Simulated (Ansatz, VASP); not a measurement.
**Y: VASP beside Ansatz**

```xyz
2
Lattice="-2.3108 2.3108 1.3913 2.3108 -2.3108 1.3913 2.3108 2.3108 -1.3913" Properties=species:S:1:pos:R:3 pbc="T T T"
Y     0.0000   -1.1554   -0.3478
Y     0.0000    1.1554    0.3478
```

Change from the starting cell: volume scaled by 0.45, LAPW.

Alike in both runs: task single point; functional PBE; k mesh 14 × 14 × 14; occupations fermi-dirac, width 0.08 eV; no spin polarisation.

|  | VASP | Ansatz |
| --- | --- | --- |
| version | VASP 6.6.1 | Ansatz 0.2.0 |
| potentials or method | VASP PAW PBE potentials, release 64 (Y_sv), cutoff 520 eV | all-electron LAPW, scalar-relativistic |

Ansatz gave:

* pressure (GPa): 102.5
* traceless stress, the component that is largest in VASP (GPa): -0.02

Q: What did VASP give for the same quantities?

A: Pressure (GPa): 102.7; traceless stress, the component that is largest in VASP (GPa): -0.54.

Both programs put the cell under a high pressure, so it lies far from rest at this level. Ansatz ran all-electron here, and VASP with PAW potentials.

Noted on VASP's run: the cell as given lies far from equilibrium.
